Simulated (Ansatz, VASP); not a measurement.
## ZnCd2Te3: VASP beside Ansatz

```
CELL_PARAMETERS angstrom
5.44562 0.00000 0.00000
-2.72281 4.71604 0.00000
0.00000 0.00000 6.63856
ATOMIC_POSITIONS crystal
Zn 0.00000 0.00000 0.50000
Cd 0.33333 0.66667 0.50000
Cd 0.66667 0.33333 0.50000
Te 0.00000 0.00000 0.00000
Te 0.33333 0.66667 0.00000
Te 0.66667 0.33333 0.00000
```

Alike in both runs: functional PBE; k mesh 6 × 6 × 2; occupations gaussian, width 0.1 eV; no spin polarisation.

Ansatz relaxed the structure, and its values are those at the end. VASP's run is a single point on that final structure, the one shown.

|  | VASP | Ansatz |
| --- | --- | --- |
| version | VASP 6.6.1 | Ansatz 0.2.0 |
| potentials or method | VASP PAW PBE potentials, release 64 (Zn, Cd, Te), cutoff 520 eV | scalar-relativistic, plane waves, PAW |
| valence electrons in the cell | 54 | 100 |

```csv
,VASP,Ansatz,Ansatz less VASP
gap on the k mesh at the Fermi level (eV),none,none,-
pressure (GPa),0.1,0.1,-0.02
```

A gap of «none» marks a metal or a gap that the smearing closes. VASP's potentials hold 54 valence electrons a cell and Ansatz's 100, so a difference there can come from the potentials and not from the codes.

The k mesh is coarse, so the values compare programs but aren't converged. Neither program's run includes spin-orbit coupling.
